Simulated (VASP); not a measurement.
Here is a VASP 6.6.1 calculation.

INCAR

```
  ALGO = Normal
  EDIFF = 1E-6
  EDIFFG = -0.04
  ENCUT = 600
  GGA = PE
  IBRION = 2
  ISIF = 3
  ISMEAR = 0
  LASPH = True
  LCHARG = False
  LREAL = False
  LWAVE = False
  NELM = 60
  NSW = 90
  PREC = Accurate
  SIGMA = 0.1
```

The input KPOINTS:

```
k-points
0
Gamma
  4 4 4
```

The input POSCAR:

```
Ga2TeO2
1.0
   -2.7563397600      2.7563397600      3.2494879600
    2.7563397600     -2.7563397600      3.2494879600
    2.7563397600      2.7563397600     -3.2494879600
Ga Te O
2 1 2
Direct
    0.7500000000      0.2500000000      0.5000000000
    0.2500000000      0.7500000000      0.5000000000
    0.5000000000      0.5000000000      0.0000000000
    0.5000000000      0.0000000000      0.5000000000
    0.0000000000      0.5000000000      0.5000000000
```

Potentials or basis: VASP PAW PBE potentials, release 64 (Ga_d, Te, O).

The run is started by

```sh
$ cat potpaw_PBE.64/Ga_d/POTCAR potpaw_PBE.64/Te/POTCAR potpaw_PBE.64/O/POTCAR > POTCAR
$ mpirun -np 1 vasp_std > vasp.out
```

(1) Estimate the space group after relaxing (to 0.1 Å).

(2) Predict the band gap on the k mesh.

Answers

(1) I4/mmm (No. 139).

(2) zero (bands 22 and 23 overlap by 0.28 eV).

Caveat: the k points lie up to 0.34 Å⁻¹ apart in the final cell; semilocal functionals underestimate gaps, and a narrow one can read as zero; spin-orbit coupling is left out, which moves the levels of the heavy elements.
